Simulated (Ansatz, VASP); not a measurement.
# AgCl in VASP and in Ansatz

```xyz
4
Lattice="3.5643 0.0000 0.0000 0.0000 3.3312 0.0000 0.0000 0.0000 6.6623" Properties=species:S:1:pos:R:3 pbc="T T T"
Ag    0.0000    0.0000    0.0000
Ag    0.0000    0.0000    3.3312
Cl    1.7822    1.6656    1.6656
Cl    1.7822    1.6656    4.9967
```

Change from the starting cell: mode 1 frozen in at +0.000 Å, normal strain along x +0.0700.

Alike in both runs: task single point; functional PBEsol; k mesh 10 × 10 × 6; occupations gaussian, width 0.05 eV; no spin polarisation.

|  | VASP | Ansatz |
| --- | --- | --- |
| version | VASP 6.6.1 | Ansatz 0.2.0 |
| potentials or method | VASP PAW PBE potentials, release 64 (Ag, Cl), cutoff 520 eV | scalar-relativistic, plane waves, PAW |
| valence electrons in the cell | 36 | 52 |

```tsv
	VASP	Ansatz	Ansatz less VASP
gap on the k mesh at the Fermi level (eV)	0.33	0.33	-0.001
least direct gap on the mesh (eV)	0.36	0.36	-0.001
pressure (GPa)	-3.7	-3.6	+0.10
traceless stress, the component that is largest in VASP (GPa)	-2.08	-2.07	+0.002
```

VASP's potentials were made for PBE, not for PBEsol. VASP's potentials hold 36 valence electrons a cell and Ansatz's 52, so a difference there can come from the potentials and not from the codes.
